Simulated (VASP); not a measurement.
# GaAs5 (P4/mmm) in VASP: further runs

GaAs5 is run at these levels: PBE; tasks: single point, relaxation of cell and atoms.

Everything below comes from runs of VASP 6.6.1. Logs are shortened: lines on timing, memory, paths and dates and some standing lists are left out, and cuts for length are marked.

## (1) The cell of the first run

It takes space group P4/mmm (No. 123, tetragonal). The conventional cell has a = 6.201 Å, b = 6.201 Å, c = 4.949 Å, α = 90.00°, β = 90.00°, γ = 90.00°. Ga (site symmetry 4/mmm) has 6 As at 2.47 to 2.68 Å within 3.3 Å. As (site symmetry m2m) has 2 As at 2.42 Å and 1 Ga at 2.68 Å within 3.2 Å. Within 3.3 Å of As (site symmetry 4/mmm) lie 2 Ga at 2.47 Å.

The cell was built from a structure type or drawn by symmetry, and may not be a known phase.

## (2) Single point, PBE

The input, INCAR:

```
PREC = Accurate ; ENCUT = 600
EDIFF = 1E-6 ; ISMEAR = 0
SIGMA = 0.1 ; LREAL = False
LASPH = True ; NELM = 120
ALGO = Normal ; ISIF = 2
LWAVE = False ; LCHARG = False
GGA = PE ; NBANDS = 53
GGA_COMPAT = False
```

The input, KPOINTS:

```
Automatic mesh
0
Gamma
  4 4 4
```

The input, POSCAR:

```
GaAs5
1.0
    6.2014229337      0.0000000000      0.0000000000
    0.0000000000      6.2014229337      0.0000000000
    0.0000000000      0.0000000000      4.9492018582
Ga As
1 5
Direct
    0.0000000000      0.0000000000      0.0000000000
    0.3050505201      0.3050505201      0.0000000000
    0.6949494799      0.6949494799      0.0000000000
    0.3050505201      0.6949494799      0.0000000000
    0.6949494799      0.3050505201      0.0000000000
    0.0000000000      0.0000000000      0.5000000000
```

Potentials or basis: VASP PAW PBE potentials, release 64 (Ga_d, As_d).

Launch:

```
cat potpaw_PBE.64/Ga_d/POTCAR potpaw_PBE.64/As_d/POTCAR > POTCAR
mpirun -np 1 vasp_std > vasp.out
```

OUTCAR:

```text
PREC = Accurate
   ENCUT = 600
   EDIFF = 1E-6
   ISMEAR = 0
   LREAL = False
   LASPH = True
   NELM = 120
   ISIF = 2
   GGA = PE

 ion  position               nearest neighbor table
   1  0.000  0.000  0.000-   6 2.47   6 2.47   4 2.68   5 2.68   2 2.68   3 2.68
   2  0.305  0.305  0.000-   4 2.42   5 2.42   1 2.68
   3  0.695  0.695  0.000-   4 2.42   5 2.42   1 2.68
   4  0.305  0.695  0.000-   2 2.42   3 2.42   1 2.68
   5  0.695  0.305  0.000-   2 2.42   3 2.42   1 2.68
   6  0.000  0.000  0.500-   1 2.47   1 2.47

  LATTYP: Found a simple tetragonal cell.
 ALAT       =     6.2014229337
 C/A-ratio  =     0.7980752016

  Lattice vectors:

 A1 = (   6.2014229337,   0.0000000000,   0.0000000000)
 A2 = (   0.0000000000,   6.2014229337,   0.0000000000)
 A3 = (   0.0000000000,   0.0000000000,   4.9492018582)

Analysis of symmetry for initial positions (statically):
=====================================================================
 Subroutine PRICEL returns:
 Original cell was already a primitive cell.

 Routine SETGRP: Setting up the symmetry group for a
 simple tetragonal supercell.

 Subroutine GETGRP returns: Found 16 space group operations
 (whereof 16 operations were pure point group operations)
 out of a pool of 16 trial point group operations.

The static configuration has the point symmetry D_4h.

Analysis of symmetry for dynamics (positions and initial velocities):
=====================================================================
 Subroutine PRICEL returns:
 Original cell was already a primitive cell.

 Routine SETGRP: Setting up the symmetry group for a
 simple tetragonal supercell.

 Subroutine GETGRP returns: Found 16 space group operations
 (whereof 16 operations were pure point group operations)
 out of a pool of 16 trial point group operations.

The dynamic configuration has the point symmetry D_4h.

 Subroutine INISYM returns: Found 16 space group operations
 (whereof 16 operations are pure point group operations),
 and found     1 'primitive' translations

----------------------------------------------------------------------------------------

                                     Primitive cell

  volume of cell :     190.3347

  direct lattice vectors                    reciprocal lattice vectors
     6.201422934  0.000000000  0.000000000     0.161253314  0.000000000  0.000000000
     0.000000000  6.201422934  0.000000000     0.000000000  0.161253314  0.000000000
     0.000000000  0.000000000  4.949201858     0.000000000  0.000000000  0.202052781

  length of vectors
     6.201422934  6.201422934  4.949201858     0.161253314  0.161253314  0.202052781

  position of ions in fractional coordinates (direct lattice)
     0.000000000  0.000000000  0.000000000
     0.305050520  0.305050520  0.000000000
     0.694949480  0.694949480  0.000000000
     0.305050520  0.694949480  0.000000000
     0.694949480  0.305050520  0.000000000
     0.000000000  0.000000000  0.500000000

  ion indices of the primitive-cell ions
   primitive index   ion index
                 1           1
                 2           2
                 3           3
                 4           4
                 5           5
                 6           6

----------------------------------------------------------------------------------------

 KPOINTS: Automatic mesh

Automatic generation of k-mesh.
 Grid dimensions read from file:
 generate k-points for:    4    4    4

 Generating k-lattice:

  Cartesian coordinates                     Fractional coordinates (reciprocal lattice)
     0.040313329  0.000000000  0.000000000     0.250000000  0.000000000  0.000000000
     0.000000000  0.040313329  0.000000000     0.000000000  0.250000000  0.000000000
     0.000000000  0.000000000  0.050513195     0.000000000  0.000000000  0.250000000

  Length of vectors
     0.040313329  0.040313329  0.050513195

  Shift w.r.t. Gamma in fractional coordinates (k-lattice)
     0.000000000  0.000000000  0.000000000

 Subroutine IBZKPT returns following result:
 ===========================================

 Found     18 irreducible k-points:

 Following reciprocal coordinates:
            Coordinates               Weight
  0.000000  0.000000  0.000000      1.000000
  0.250000  0.000000  0.000000      4.000000
  0.500000  0.000000  0.000000      2.000000
  0.250000  0.250000  0.000000      4.000000
  0.500000  0.250000  0.000000      4.000000
  0.500000  0.500000  0.000000      1.000000
[... 10 lines left out ...]
  0.500000  0.250000  0.500000      4.000000
  0.500000  0.500000  0.500000      1.000000
   k-points           NKPTS =     18   k-points in BZ     NKDIM =     18   number of bands    NBANDS=     53
   number of dos      NEDOS =    301   number of ions     NIONS =      6
   total plane-waves  NPLWV = 100000
   dimension x,y,z NGX =    50 NGY =   50 NGZ =   40
   dimension x,y,z NGXF=   100 NGYF=  100 NGZF=   80
   ions per type =               1   5
   NGX,Y,Z   is equivalent  to a cutoff of  13.40, 13.40, 13.44 a.u.
   NGXF,Y,Z  is equivalent  to a cutoff of  26.81, 26.81, 26.87 a.u.
 SYSTEM =  unknown system
   PREC   = accura    normal or accurate (medium, high low for compatibility)
   ISTART =      0    job   : 0-new  1-cont  2-samecut
   ICHARG =      2    charge: 1-file 2-atom 10-const
   ISPIN  =      1    spin polarized calculation?
   LNONCOLLINEAR =      F non collinear calculations
   LSORBIT =      F    spin-orbit coupling
   LASPH  =      T    aspherical Exc in radial PAW
   ENCUT  =  600.0 eV  44.10 Ry    6.64 a.u.  12.39 12.39  9.88*2*pi/ulx,y,z
   NELM   =    120;   NELMIN=  2; NELMDL= -5     # of ELM steps
   EDIFF  = 0.1E-05   stopping-criterion for ELM
   LREAL  =      F    real-space projection
   EDIFFG = 0.1E-04   stopping-criterion for IOM
   NSW    =      0    number of steps for IOM
   IBRION =     -1    ionic relax: 0-MD 1-quasi-New 2-CG
   NFREE  =      0    steps in history (QN), initial steepest desc. (CG)
   ISIF   =      2    stress and relaxation
   ISYM   =      2    0-nonsym 1-usesym 2-fastsym
   POTIM  = 0.5000    time-step for ionic-motion
   TEBEG  =    0.0;   TEEND  =   0.0 temperature during run
   PSTRESS=    0.0 pullay stress
   NELECT =      88.0000    total number of electrons
   NUPDOWN=      -1.0000    fix difference up-down
   EMIN   =  10.00;   EMAX   =-10.00  energy-range for DOS
   EFERMI =   0.00;   METHOD = LEGACY
   ISMEAR =     0;   SIGMA  =   0.10  broadening in eV -4-tet -1-fermi 0-gaus
   EFERMI_NEDOS =   21; number of points for ismear=-14 and -15
   IALGO  =     38    algorithm
   IMIX   =      4    mixing-type and parameters
     AMIX     =   0.40;   BMIX     =  1.00
     AMIX_MAG =   1.60;   BMIX_MAG =  1.00
  volume/ion in A,a.u.               =      31.72       214.07
  Fermi-wavevector in a.u.,A,eV,Ry     =   1.265891  2.392188 21.803076  1.602481
  Thomas-Fermi vector in A             =   2.399121
   LORBIT       =      0    0 simple, 1 ext, 2 COOP (PROOUT), +10 PAW based schemes
   GGA     = PE    functional components
   LHFCALC =     F    Hartree Fock is set to
   AEXX    =    0.0000 exact exchange contribution
   IVDW    =     0    specifies the selected vdW correction
   LEPSILON=     F    determine dielectric tensor
   LRPA    =     F    only Hartree local field effects (RPA)
 non-spin polarized calculation
 Gauss-broadening in eV      SIGMA  =   0.10
  energy-cutoff  :      600.00
  volume of cell :      190.33
 maximum number of plane-waves:      6392
 NGX is ok and might be reduce to    50
   NGX = 25   NGY = 25   NGZ = 19

 number of electron      87.9999991 magnetization

 Free energy of the ion-electron system (eV)
  ---------------------------------------------------
  ext. energy  EPLUGINS =         0.00000000
  ---------------------------------------------------
  free energy    TOTEN  =       -22.80242454 eV

  energy without entropy =      -22.78041400  energy(sigma->0) =      -22.79141927

 E-fermi :   0.6796     XC(G=0):  -8.3501

 val. band max:        0.6587436109   @ k =   0.5000   0.0000   0.0000
 cond. band min:       0.7075767458   @ k =   0.2500   0.0000   0.5000
 fundamental gap:      0.0488331349
 Fermi energy:         0.6795704344

 k-point     1 :       0.0000    0.0000    0.0000
  band No.  band energies     occupation
      1     -35.2098      2.00000
      2     -35.1500      2.00000
      3     -35.1431      2.00000
      4     -35.1431      2.00000
      5     -35.0987      2.00000
      6     -35.0987      2.00000
[... 45 lines left out ...]
     52       6.2286      0.00000
     53       6.3302      0.00000

 k-point     2 :       0.2500    0.0000    0.0000
  band No.  band energies     occupation
      1     -35.2093      2.00000
      2     -35.1498      2.00000
      3     -35.1432      2.00000
      4     -35.1425      2.00000
      5     -35.0989      2.00000
      6     -35.0986      2.00000
[... 45 lines left out ...]
     52       5.9267      0.00000
     53       5.9404      0.00000

 k-point     3 :       0.5000    0.0000    0.0000
  band No.  band energies     occupation
      1     -35.2089      2.00000
      2     -35.1496      2.00000
      3     -35.1434      2.00000
      4     -35.1420      2.00000
      5     -35.0992      2.00000
      6     -35.0984      2.00000
[... 45 lines left out ...]
     52       5.5419      0.00000
     53       6.0717      0.00000
[... 729 lines left out ...]
 k-point    17 :       0.5000    0.2500    0.5000
  band No.  band energies     occupation
      1     -35.2085      2.00000
      2     -35.1494      2.00000
      3     -35.1428      2.00000
      4     -35.1421      2.00000
      5     -35.0990      2.00000
      6     -35.0986      2.00000
[... 45 lines left out ...]
     52       5.8352      0.00000
     53       5.9723      0.00000

 k-point    18 :       0.5000    0.5000    0.5000
  band No.  band energies     occupation
      1     -35.2081      2.00000
      2     -35.1492      2.00000
      3     -35.1423      2.00000
      4     -35.1423      2.00000
      5     -35.0988      2.00000
      6     -35.0988      2.00000
[... 45 lines left out ...]
     52       7.0621      0.00000
     53       7.0621      0.00000

------------------------ aborting loop because EDIFF is reached ----------------------------------------

  FORCE on cell =-STRESS in cart. coord.  units (eV):
  Direction    XX          YY          ZZ          XY          YZ          ZX
  --------------------------------------------------------------------------------------
  -------------------------------------------------------------------------------------
  Total        0.1125924      0.1125924      0.0739712      0.0000000      0.0000000      0.0000000
  in kB        0.9477677      0.9477677      0.6226661      0.0000000      0.0000000      0.0000000
  external PRESSURE =       0.8394005 kB  Pullay stress =       0.0000000 kB

 VOLUME and BASIS-vectors are now :
 -----------------------------------------------------------------------------
  energy-cutoff  :      600.00
  volume of cell :      190.33
      direct lattice vectors                 reciprocal lattice vectors
     6.201422934  0.000000000  0.000000000     0.161253314  0.000000000  0.000000000
     0.000000000  6.201422934  0.000000000     0.000000000  0.161253314  0.000000000
     0.000000000  0.000000000  4.949201858     0.000000000  0.000000000  0.202052781

 POSITION                                       TOTAL-FORCE (eV/Angst)
 -----------------------------------------------------------------------------------
      0.00000      0.00000      0.00000         0.000000      0.000000      0.000000
      1.89175      1.89175      0.00000        -0.002598     -0.002598     -0.000000
      4.30968      4.30968      0.00000         0.002598      0.002598      0.000000
      1.89175      4.30968      0.00000        -0.002598      0.002598     -0.000000
      4.30968      1.89175      0.00000         0.002598     -0.002598      0.000000
      0.00000      0.00000      2.47460         0.000000      0.000000      0.000000
 -----------------------------------------------------------------------------------
    total drift:                               -0.000000      0.000000     -0.000000

  FREE ENERGIE OF THE ION-ELECTRON SYSTEM (eV)
  ---------------------------------------------------
  free  energy   TOTEN  =       -22.8024245443 eV

  energy  without entropy=      -22.7804139971  energy(sigma->0) =      -22.79141927
```

Wall time 2.7 min (1 thread of Intel Xeon Platinum 8488C (Sapphire Rapids), shared host); peak memory 0.4 GiB.

What came out:

```yaml
Free_energy: -22.8024 eV
Pressure: 0.1 GPa
Largest_force: 0.004 eV/Å
Band_gap_on_the_k_mesh: zero (bands 44 and 45 overlap by 1.10 eV)
```

Forces on the atoms (eV/Å):
```
Ga   0.000  0.000  0.000
As  -0.003 -0.003  0.000
As   0.003  0.003  0.000
As  -0.003  0.003  0.000
As   0.003 -0.003  0.000
As   0.000  0.000  0.000
```

## (3) Single point, PBE

This run uses another cell than the first one, of 31.96 Å³/atom.

The input, INCAR:

```
ALGO = Normal
EDIFF = 1E-6
ENCUT = 520
GGA = PE
ISIF = 2
ISMEAR = 0
LASPH = True
LCHARG = False
LREAL = False
LWAVE = False
NBANDS = 28
NELM = 60
PREC = Accurate
SIGMA = 0.1
```

The input, KPOINTS:

```
k-points
0
Gamma
  6 6 8
```

The input, POSCAR:

```
GaAs5
1.0
    6.2450030957      0.0000000000      0.0000000000
    0.0000000000      6.2450030957      0.0000000000
    0.0000000000      0.0000000000      4.9175603498
Ga As
1 5
Direct
    0.0000000000      0.0000000000      0.0000000000
    0.3064944018      0.3064944018      0.0000000000
    0.6935055982      0.6935055982      0.0000000000
    0.3064944018      0.6935055982      0.0000000000
    0.6935055982      0.3064944018      0.0000000000
    0.0000000000      0.0000000000      0.5000000000
```

Potentials or basis: VASP PAW PBE potentials, release 64 (Ga_d, As).

Launch:

```
cat potpaw_PBE.64/Ga_d/POTCAR potpaw_PBE.64/As/POTCAR > POTCAR
mpirun -np 1 vasp_std > vasp.out
```

It took 6.2 min on 1 thread of Intel Xeon 8259CL, shared host; peak memory 0.43 GiB.

It converged, with:

| Quantity | Value |
| --- | --- |
| Free energy | -22.7599 eV |
| Pressure | 0.1 GPa |
| Largest force | 0.056 eV/Å |
| Band gap on the k mesh | zero (bands 19 and 20 overlap by 1.04 eV) |

Forces in eV/Å, atoms in the order of the input:
```
Ga   0.000  0.000  0.000
As  -0.039 -0.039  0.000
As   0.039  0.039  0.000
As  -0.039  0.039  0.000
As   0.039 -0.039  0.000
As   0.000  0.000  0.000
```

Stress tensor (GPa, compression positive):
```
0.19 0.00 0.00
0.00 0.19 0.00
0.00 0.00 0.08
```

Levels at points of the mesh, in eV from the Fermi level:
| k point | band 15 | band 16 | band 17 | band 18 | band 19 | band 20 | band 21 | band 22 | band 23 | band 24 |
| --- | --- | --- | --- | --- | --- | --- | --- | --- | --- | --- |
| (0.00, 0.00, 0.00) | -3.62 | -1.79 | -0.60 | -0.23 | -0.23 | 0.26 | 0.26 | 2.06 | 3.28 | 3.28 |
| (0.50, 0.00, 0.00) | -2.33 | -1.19 | -0.91 | -0.33 | -0.16 | 0.00 | 0.11 | 1.51 | 1.90 | 2.26 |
| (0.50, 0.50, 0.00) | -2.89 | -2.56 | -2.14 | -0.46 | -0.46 | -0.22 | -0.22 | 1.16 | 1.16 | 2.21 |
| (0.00, 0.00, 0.50) | -2.99 | -1.98 | -1.76 | -1.76 | 0.81 | 0.81 | 1.45 | 3.24 | 3.24 | 3.77 |
| (0.50, 0.00, 0.50) | -1.28 | -1.14 | -0.99 | -0.92 | -0.60 | -0.19 | 1.01 | 1.19 | 2.64 | 3.68 |
| (0.50, 0.50, 0.50) | -2.41 | -2.41 | -2.08 | -2.08 | 0.57 | 0.57 | 0.94 | 0.94 | 1.05 | 2.55 |

[end of part 1 of 2]
